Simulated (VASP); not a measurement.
**TePb: single point with r2SCAN**

The system is TePb.

```
CELL_PARAMETERS angstrom
-0.02451 3.26784 3.26784
3.26784 -0.02451 3.26784
3.24333 3.24333 0.00000
ATOMIC_POSITIONS crystal
Pb 0.00000 0.00000 0.00000
Te 0.50000 0.50000 0.50000
```

This cell differs from its parent crystal: shear xy strain -1.5%.

| Property | Result |
| --- | --- |
| Program | VASP 6.6.1 |
| Task | single point |
| Functional | r2SCAN |
| Potentials or basis | VASP PAW PBE potentials, release 64 (Pb_d, Te) |
| Cutoff | 520 eV |
| k mesh | 8 × 8 × 8 |
| Occupations | gaussian, width 0.01 eV |
| Spin | no spin polarisation |

```yaml
Pressure: 0.0 GPa
Band_gap_on_the_k_mesh: 1.02 eV, indirect (least direct gap 1.08 eV)
```

Stress tensor (GPa, compression positive):
```
-0.03  0.23  0.00
 0.23 -0.03  0.00
 0.00  0.00 -0.03
```

Levels at points of the mesh, in eV from the valence-band top:
```csv
k point,band 6,band 7,band 8,band 9,band 10,band 11,band 12,band 13,band 14,band 15
"(0.00, 0.00, 0.00)",-12.25,-5.75,-1.45,-1.39,-1.32,4.26,4.28,4.31,6.15,6.24
"(0.50, 0.00, 0.00)",-10.84,-8.76,-0.93,-0.89,0.00,1.09,1.49,1.53,8.85,9.43
"(0.50, 0.50, 0.00)",-10.60,-7.48,-4.44,-2.86,-2.72,3.71,5.64,5.71,6.94,10.43
"(0.00, 0.00, 0.50)",-10.82,-8.72,-0.97,-0.94,-0.07,1.02,1.42,1.47,8.89,9.55
"(0.50, 0.00, 0.50)",-10.60,-7.47,-4.44,-2.79,-2.79,3.71,5.67,5.67,6.94,10.42
```

It took 6.5 min on 1 thread of AMD EPYC 7R43 64-Core Processor (Zen 3), with other jobs on the host, peak memory 0.26 GiB.

Caveat: the cell differs from its parent crystal (shear xy strain -1.5%); the PAW data sets were made with another functional, which shifts forces and pressure a little; spin-orbit coupling is left out, which moves the levels of the heavy elements. A k mesh can miss the band edges.
